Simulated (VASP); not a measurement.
Set up this calculation in VASP 6.6.1, as the native input.

```yaml
Task: single point
Functional: PBEsol
Potentials_or_basis: VASP PAW PBE potentials, release 64 (Y_sv)
Cutoff: 520 eV
k_mesh: 12 × 12 × 8
Occupations: gaussian, width 0.1 eV
Spin: no spin polarisation
Dipole_correction: no
Further_INCAR_settings: ALGO = Normal; EDIFF = 1e-07; NBANDS = 18
```

The structure of Y lies in POSCAR:

```
Y
1.0
    3.5975166209      0.0000000000      0.0000000000
   -1.7987583104      3.1155407842      0.0000000000
    0.0000000000      0.0000000000      5.5857601125
Y
2
Direct
    0.3333333333      0.6666666667      0.2500000000
    0.6666666667      0.3333333333      0.7500000000
```

The input as run:

INCAR

```
SYSTEM = Y
PREC = Accurate
ENCUT = 520
EDIFF = 1E-7
ISMEAR = 0
SIGMA = 0.1
LREAL = .False.
LASPH = .True.
NELM = 100
ALGO = Normal
ISIF = 2
LWAVE = .False.
LCHARG = .False.
GGA = PS
NBANDS = 18
```

KPOINTS

```
regular mesh
0
Gamma
  12 12 8
  0 0 0
```

Potentials or basis: VASP PAW PBE potentials, release 64 (Y_sv).

Run with:

```console
$ cat potpaw_PBE.64/Y_sv/POTCAR > POTCAR
$ mpirun -np 1 vasp_std > vasp.out
```

Results of the run:

```yaml
Pressure: -0.1 GPa
Band_gap_on_the_k_mesh: zero (band 11 reaches 4.24 eV, above the bottom of band 12 at 2.67 eV)
```

Caveat: the PAW data sets were made with another functional, which shifts forces and pressure a little.

Wall time 61 s on 1 thread of Intel(R) Xeon(R) 6975P-C (Granite Rapids), with other jobs on the host, peak memory 0.23 GiB.
